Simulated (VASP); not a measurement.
# TiB2 (P6/mmm) in VASP: notebook

Runs on TiB2. Level: PBEsol. Tasks: single point.

All numbers are computed with VASP 6.6.1; they aren't measurements. Logs are shortened: lines on timing, memory, paths and dates and some standing lists are left out, and cuts for length are marked.

## (1) The cell of the first run

Symmetry: P6/mmm, No. 191, hexagonal system. The conventional cell has a = 2.969 Å, b = 2.969 Å, c = 3.228 Å, α = 90.00°, β = 90.00°, γ = 120.00°. Within 3.1 Å of Ti (site symmetry 6/mmm) lie 12 B at 2.35 Å and 6 Ti at 2.97 Å. B (site symmetry -6m2) has 3 B at 1.71 Å and 6 Ti at 2.35 Å within 2.4 Å.

## (2) Single point, PBEsol (equal xx and yy strain of -2 %)

The input, INCAR:

```
  PREC = Accurate
  ENCUT = 520
  EDIFF = 1E-7
  ISMEAR = -1
  SIGMA = 0.03
  LREAL = F
  LASPH = T
  NELM = 80
  ALGO = Normal
  ISIF = 2
  LWAVE = F
  LCHARG = F
  GGA = PS
  NBANDS = 16
```

The input, KPOINTS:

```
Automatic mesh
0
Gamma
  14 14 11
```

The input, POSCAR:

```
TiB2
1.0
    2.9686142376      0.0000000000      0.0000000000
   -1.4843071188      2.5708953438      0.0000000000
    0.0000000000      0.0000000000      3.2284000000
Ti B
1 2
Direct
    0.0000000000      0.0000000000      0.0000000000
    0.3333333333      0.6666666667      0.5000000000
    0.6666666667      0.3333333333      0.5000000000
```

Potentials or basis: VASP PAW PBE potentials, release 64 (Ti_sv, B).

On the command line:

```sh
cat potpaw_PBE.64/Ti_sv/POTCAR potpaw_PBE.64/B/POTCAR > POTCAR
mpirun -np 1 vasp_std > vasp.out
```

OUTCAR:

```text
PREC = Accurate
   ENCUT = 520
   EDIFF = 1E-7
   ISMEAR = -1
   LREAL = F
   LASPH = T
   NELM = 80
   ISIF = 2
   GGA = PS

 ion  position               nearest neighbor table
   1  0.000  0.000  0.000-   2 2.35   3 2.35   2 2.35   3 2.35   3 2.35   3 2.35   2 2.35   2 2.35
                             3 2.35   3 2.35   2 2.35   2 2.35
   2  0.333  0.667  0.500-   3 1.71   3 1.71   3 1.71   1 2.35   1 2.35   1 2.35   1 2.35   1 2.35
                             1 2.35
   3  0.667  0.333  0.500-   2 1.71   2 1.71   2 1.71   1 2.35   1 2.35   1 2.35   1 2.35   1 2.35
                             1 2.35

  LATTYP: Found a hexagonal cell.
 ALAT       =     2.9686142376
 C/A-ratio  =     1.0875107850

  Lattice vectors:

 A1 = (   2.9686142376,   0.0000000000,   0.0000000000)
 A2 = (  -1.4843071188,   2.5708953438,   0.0000000000)
 A3 = (   0.0000000000,   0.0000000000,   3.2284000000)

Analysis of symmetry for initial positions (statically):
=====================================================================
 Subroutine PRICEL returns:
 Original cell was already a primitive cell.

 Routine SETGRP: Setting up the symmetry group for a
 hexagonal supercell.

 Subroutine GETGRP returns: Found 24 space group operations
 (whereof 24 operations were pure point group operations)
 out of a pool of 24 trial point group operations.

The static configuration has the point symmetry D_6h.

Analysis of symmetry for dynamics (positions and initial velocities):
=====================================================================
 Subroutine PRICEL returns:
 Original cell was already a primitive cell.

 Routine SETGRP: Setting up the symmetry group for a
 hexagonal supercell.

 Subroutine GETGRP returns: Found 24 space group operations
 (whereof 24 operations were pure point group operations)
 out of a pool of 24 trial point group operations.

The dynamic configuration has the point symmetry D_6h.

 Subroutine INISYM returns: Found 24 space group operations
 (whereof 24 operations are pure point group operations),
 and found     1 'primitive' translations

----------------------------------------------------------------------------------------

                                     Primitive cell

  volume of cell :      24.6391

  direct lattice vectors                    reciprocal lattice vectors
     2.968614238  0.000000000  0.000000000     0.336857510  0.194484774  0.000000000
    -1.484307119  2.570895344  0.000000000     0.000000000  0.388969548  0.000000000
     0.000000000  0.000000000  3.228400000     0.000000000  0.000000000  0.309750960

  length of vectors
     2.968614238  2.968614238  3.228400000     0.388969548  0.388969548  0.309750960

  position of ions in fractional coordinates (direct lattice)
     0.000000000  0.000000000  0.000000000
     0.333333333  0.666666667  0.500000000
     0.666666667  0.333333333  0.500000000

  ion indices of the primitive-cell ions
   primitive index   ion index
                 1           1
                 2           2
                 3           3

----------------------------------------------------------------------------------------

 KPOINTS: Automatic mesh

Automatic generation of k-mesh.
 Grid dimensions read from file:
 generate k-points for:   14   14   11

 Generating k-lattice:

  Cartesian coordinates                     Fractional coordinates (reciprocal lattice)
     0.024061251  0.013891770  0.000000000     0.071428571  0.000000000  0.000000000
     0.000000000  0.027783539  0.000000000     0.000000000  0.071428571  0.000000000
     0.000000000  0.000000000  0.028159178     0.000000000  0.000000000  0.090909091

  Length of vectors
     0.027783539  0.027783539  0.028159178

  Shift w.r.t. Gamma in fractional coordinates (k-lattice)
     0.000000000  0.000000000  0.000000000

 Subroutine IBZKPT returns following result:
 ===========================================

 Found    144 irreducible k-points:

 Following reciprocal coordinates:
            Coordinates               Weight
  0.000000  0.000000  0.000000      1.000000
  0.071429  0.000000  0.000000      6.000000
  0.142857  0.000000  0.000000      6.000000
  0.214286  0.000000  0.000000      6.000000
  0.285714 -0.000000  0.000000      6.000000
  0.357143 -0.000000  0.000000      6.000000
[... 16 lines left out ...]
  0.285714  0.285714  0.000000      6.000000
  0.357143  0.285714  0.000000      6.000000
 [... further k-points ...]
   k-points           NKPTS =    144   k-points in BZ     NKDIM =    144   number of bands    NBANDS=     16
   number of dos      NEDOS =    301   number of ions     NIONS =      3
   total plane-waves  NPLWV =  13824
   dimension x,y,z NGX =    24 NGY =   24 NGZ =   24
   dimension x,y,z NGXF=    48 NGYF=   48 NGZF=   48
   ions per type =               1   2
   NGX,Y,Z   is equivalent  to a cutoff of  13.44, 13.44, 12.36 a.u.
   NGXF,Y,Z  is equivalent  to a cutoff of  26.88, 26.88, 24.72 a.u.
 SYSTEM =  unknown system
   PREC   = accura    normal or accurate (medium, high low for compatibility)
   ISTART =      0    job   : 0-new  1-cont  2-samecut
   ICHARG =      2    charge: 1-file 2-atom 10-const
   ISPIN  =      1    spin polarized calculation?
   LNONCOLLINEAR =      F non collinear calculations
   LSORBIT =      F    spin-orbit coupling
   LASPH  =      T    aspherical Exc in radial PAW
   ENCUT  =  520.0 eV  38.22 Ry    6.18 a.u.   5.52  5.52  6.00*2*pi/ulx,y,z
   NELM   =     80;   NELMIN=  2; NELMDL= -5     # of ELM steps
   EDIFF  = 0.1E-06   stopping-criterion for ELM
   LREAL  =      F    real-space projection
   EDIFFG = 0.1E-05   stopping-criterion for IOM
   NSW    =      0    number of steps for IOM
   IBRION =     -1    ionic relax: 0-MD 1-quasi-New 2-CG
   NFREE  =      0    steps in history (QN), initial steepest desc. (CG)
   ISIF   =      2    stress and relaxation
   ISYM   =      2    0-nonsym 1-usesym 2-fastsym
   POTIM  = 0.5000    time-step for ionic-motion
   TEBEG  =    0.0;   TEEND  =   0.0 temperature during run
   PSTRESS=    0.0 pullay stress
   NELECT =      18.0000    total number of electrons
   NUPDOWN=      -1.0000    fix difference up-down
   EMIN   =  10.00;   EMAX   =-10.00  energy-range for DOS
   EFERMI =   0.00;   METHOD = LEGACY
   ISMEAR =    -1;   SIGMA  =   0.03  broadening in eV -4-tet -1-fermi 0-gaus
   EFERMI_NEDOS =   21; number of points for ismear=-14 and -15
   IALGO  =     38    algorithm
   IMIX   =      4    mixing-type and parameters
     AMIX     =   0.40;   BMIX     =  1.00
     AMIX_MAG =   1.60;   BMIX_MAG =  1.00
  volume/ion in A,a.u.               =       8.21        55.42
  Fermi-wavevector in a.u.,A,eV,Ry     =   1.474429  2.786267 29.578257  2.173941
  Thomas-Fermi vector in A             =   2.589201
   LORBIT       =      0    0 simple, 1 ext, 2 COOP (PROOUT), +10 PAW based schemes
   GGA     = PS    functional components
   LHFCALC =     F    Hartree Fock is set to
   AEXX    =    0.0000 exact exchange contribution
   IVDW    =     0    specifies the selected vdW correction
   LEPSILON=     F    determine dielectric tensor
   LRPA    =     F    only Hartree local field effects (RPA)
 non-spin polarized calculation
  energy-cutoff  :      520.00
  volume of cell :       24.64
 maximum number of plane-waves:       684
 NGX is ok and might be reduce to    24
   NGX = 11   NGY = 11   NGZ = 13

 number of electron      18.0000000 magnetization

 Free energy of the ion-electron system (eV)
  ---------------------------------------------------
  ext. energy  EPLUGINS =         0.00000000
  ---------------------------------------------------
  free energy    TOTEN  =       -25.75999235 eV

  energy without entropy =      -25.75913974  energy(sigma->0) =      -25.75956605

 E-fermi :  10.3819     XC(G=0): -13.0642

 val. band max:       10.3603779083   @ k =   0.0714   0.0000   0.2727
 cond. band min:      10.4554835243   @ k =   0.3571   0.1429   0.0000
 fundamental gap:      0.0951056160
 Fermi energy:        10.3818868650

 k-point     1 :       0.0000    0.0000    0.0000
  band No.  band energies     occupation
      1     -46.2814      2.00000
      2     -22.7691      2.00000
      3     -22.3786      2.00000
      4     -22.3786      2.00000
      5      -3.3701      2.00000
      6       7.7976      2.00000
[... 8 lines left out ...]
     15      16.4592      0.00000
     16      18.0184      0.00000

 k-point     2 :       0.0714    0.0000    0.0000
  band No.  band energies     occupation
      1     -46.2779      2.00000
      2     -22.7648      2.00000
      3     -22.4042      2.00000
      4     -22.3844      2.00000
      5      -3.2678      2.00000
      6       7.5170      2.00000
[... 8 lines left out ...]
     15      17.0825      0.00000
     16      18.3295      0.00000

 k-point     3 :       0.1429    0.0000    0.0000
  band No.  band energies     occupation
      1     -46.2680      2.00000
      2     -22.7525      2.00000
      3     -22.4755      2.00000
      4     -22.4004      2.00000
      5      -2.9657      2.00000
      6       6.7420      2.00000
[... 8 lines left out ...]
     15      18.4376      0.00000
     16      19.2365      0.00000

 k-point     4 :       0.2143    0.0000    0.0000
  band No.  band energies     occupation
      1     -46.2537      2.00000
      2     -22.7348      2.00000
      3     -22.5771      2.00000
      4     -22.4235      2.00000
      5      -2.4770      2.00000
      6       5.6841      2.00000
[... 8 lines left out ...]
     15      18.3531      0.00000
     16      19.8779      0.00000
[... 324 lines left out ...]
 k-point    22 :       0.3571    0.2143    0.0000
  band No.  band energies     occupation
      1     -46.2043      2.00000
      2     -22.8079      2.00000
      3     -22.6739      2.00000
      4     -22.6133      2.00000
      5       0.9849      2.00000
      6       2.0220      2.00000
[... 8 lines left out ...]
     15      19.4856      0.00000
     16      21.0967      0.00000

 k-point    23 :       0.2857    0.2857    0.0000
  band No.  band energies     occupation
      1     -46.2035      2.00000
      2     -22.7794      2.00000
      3     -22.6729      2.00000
      4     -22.6493      2.00000
      5       0.9122      2.00000
      6       2.6552      2.00000
[... 8 lines left out ...]
     15      19.9406      0.00000
     16      21.5023      0.00000

 k-point    24 :       0.3571    0.2857    0.0000
  band No.  band energies     occupation
      1     -46.2013      2.00000
      2     -22.7622      2.00000
      3     -22.6854      2.00000
      4     -22.6702      2.00000
      5       1.7952      2.00000
      6       1.9550      2.00000
[... 8 lines left out ...]
     15      20.3860      0.00000
     16      21.3107      0.00000

 [... further k-points ...]

------------------------ aborting loop because EDIFF is reached ----------------------------------------

  FORCE on cell =-STRESS in cart. coord.  units (eV):
  Direction    XX          YY          ZZ          XY          YZ          ZX
  --------------------------------------------------------------------------------------
  -------------------------------------------------------------------------------------
  Total        1.7977895      1.7977895     -0.4193425      0.0000000      0.0000000      0.0000000
  in kB      116.9025324    116.9025324    -27.2680409      0.0000000      0.0000000      0.0000000
  external PRESSURE =      68.8456746 kB  Pullay stress =       0.0000000 kB

 VOLUME and BASIS-vectors are now :
 -----------------------------------------------------------------------------
  energy-cutoff  :      520.00
  volume of cell :       24.64
      direct lattice vectors                 reciprocal lattice vectors
     2.968614238  0.000000000  0.000000000     0.336857510  0.194484774  0.000000000
    -1.484307119  2.570895344  0.000000000     0.000000000  0.388969548  0.000000000
     0.000000000  0.000000000  3.228400000     0.000000000  0.000000000  0.309750960

 POSITION                                       TOTAL-FORCE (eV/Angst)
 -----------------------------------------------------------------------------------
      0.00000      0.00000      0.00000         0.000000      0.000000      0.000000
     -0.00000      1.71393      1.61420         0.000000     -0.000000      0.000000
      1.48431      0.85697      1.61420        -0.000000      0.000000     -0.000000
 -----------------------------------------------------------------------------------
    total drift:                               -0.000000      0.000000      0.000000

  FREE ENERGIE OF THE ION-ELECTRON SYSTEM (eV)
  ---------------------------------------------------
  free  energy   TOTEN  =       -25.7599923521 eV

  energy  without entropy=      -25.7591397392  energy(sigma->0) =      -25.75956605
```

Wall time 72 s (1 thread of Intel Xeon 8259CL, shared host); peak memory 0.18 GiB.

What came out:

| Property | Result |
| --- | --- |
| Free energy | -25.7600 eV |
| Pressure | 6.9 GPa |
| Band gap on the k mesh | zero (bands 9 and 10 overlap by 0.52 eV) |

Stress tensor (GPa, compression positive):
```
11.69  0.00  0.00
 0.00 11.69  0.00
 0.00  0.00 -2.73
```

Caveat: the cell differs from its parent crystal (equal xx and yy strain of -2 %); the cell stands under pressure; the PAW data sets were made with another functional, which shifts forces and pressure a little.

## (3) Single point, PBEsol (equal xx and yy strain of -1 %)

The input, INCAR:

```
SYSTEM = TiB2
PREC = Accurate
ENCUT = 520
EDIFF = 1E-6
ISMEAR = -1
SIGMA = 0.03
LREAL = .False.
LASPH = .True.
NELM = 100
ALGO = Normal
ISIF = 2
LWAVE = .False.
LCHARG = .False.
GGA = PS
NBANDS = 16
```

The input, KPOINTS:

```
Automatic mesh
0
Gamma
  14 14 11
  0 0 0
```

The input, POSCAR:

```
TiB2
1.0
    2.9989062196      0.0000000000      0.0000000000
   -1.4994531098      2.5971289697      0.0000000000
    0.0000000000      0.0000000000      3.2284000000
Ti B
1 2
Direct
    0.0000000000      0.0000000000      0.0000000000
    0.3333333333      0.6666666667      0.5000000000
    0.6666666667      0.3333333333      0.5000000000
```

Potentials or basis: VASP PAW PBE potentials, release 64 (Ti_sv, B).

On the command line:

```sh
cat potpaw_PBE.64/Ti_sv/POTCAR potpaw_PBE.64/B/POTCAR > POTCAR
mpirun -np 1 vasp_std > vasp.out
```

Run time: 73 s. Hardware: 1 thread of Intel Xeon 8259CL, shared host; peak memory 0.18 GiB.

The run converged. Its results:

```yaml
Free_energy: -25.7842 eV
Pressure: 0.8 GPa
Band_gap_on_the_k_mesh: zero (bands 9 and 10 overlap by 0.60 eV)
```

Stress tensor (GPa, compression positive):
```
 3.64  0.00  0.00
 0.00  3.64  0.00
 0.00  0.00 -4.80
```

Levels at points of the mesh, in eV from the Fermi level:
```csv
k point,band 5,band 6,band 7,band 8,band 9,band 10,band 11,band 12,band 13,band 14
"(0.00, 0.00, 0.00)",-13.63,-2.60,-2.60,-2.46,-2.26,1.91,1.91,3.68,3.68,5.90
"(0.50, 0.00, 0.00)",-9.49,-9.24,-3.40,-3.29,-2.37,1.32,2.84,3.32,3.35,7.43
```

Caveat: the cell differs from its parent crystal (equal xx and yy strain of -1 %); the PAW data sets were made with another functional, which shifts forces and pressure a little.

## (4) Single point, PBEsol (equal xx and yy strain of +1 %)

The input, INCAR:

```
SYSTEM = TiB2
ALGO = Normal ; EDIFF = 1E-6
ENCUT = 520 ; GGA = PS
ISIF = 2 ; ISMEAR = -1
LASPH = .TRUE. ; LCHARG = .FALSE.
LREAL = .FALSE. ; LWAVE = .FALSE.
NBANDS = 16 ; NELM = 80
PREC = Accurate ; SIGMA = 0.03
```

The input, KPOINTS:

```
k-points
0
G
  14 14 11
  0 0 0
```

The input, POSCAR:

```
TiB2
1.0
    3.0594901836      0.0000000000      0.0000000000
   -1.5297450918      2.6495962217      0.0000000000
    0.0000000000      0.0000000000      3.2284000000
Ti B
1 2
Direct
    0.0000000000      0.0000000000      0.0000000000
    0.3333333333      0.6666666667      0.5000000000
    0.6666666667      0.3333333333      0.5000000000
```

On the command line:

```sh
cat potpaw_PBE.64/Ti_sv/POTCAR potpaw_PBE.64/B/POTCAR > POTCAR
mpirun -np 1 vasp_std > vasp.out
```

It took 75 s on 1 thread of Intel Xeon 8259CL, shared host; peak memory 0.18 GiB.

It converged, with:

| Item | Value |
| --- | --- |
| Free energy | -25.7609 eV |
| Pressure | -9.9 GPa |
| Band gap on the k mesh | zero (bands 9 and 10 overlap by 0.64 eV) |

Stress tensor (GPa, compression positive):
```
-10.56   0.00   0.00
  0.00 -10.56   0.00
  0.00   0.00  -8.48
```

Levels at points of the mesh, in eV from the Fermi level:
```tsv
k point	band 5	band 6	band 7	band 8	band 9	band 10	band 11	band 12	band 13	band 14
(0.00, 0.00, 0.00)	-13.37	-2.63	-2.63	-2.20	-2.09	1.83	1.83	3.63	3.63	5.58
(0.50, 0.00, 0.00)	-9.28	-9.18	-3.26	-3.11	-2.27	1.29	2.63	3.10	3.37	7.33
```

Caveat: the cell differs from its parent crystal (equal xx and yy strain of +1 %); the cell stands under tension; the PAW data sets were made with another functional, which shifts forces and pressure a little.

[end of part 1 of 2]
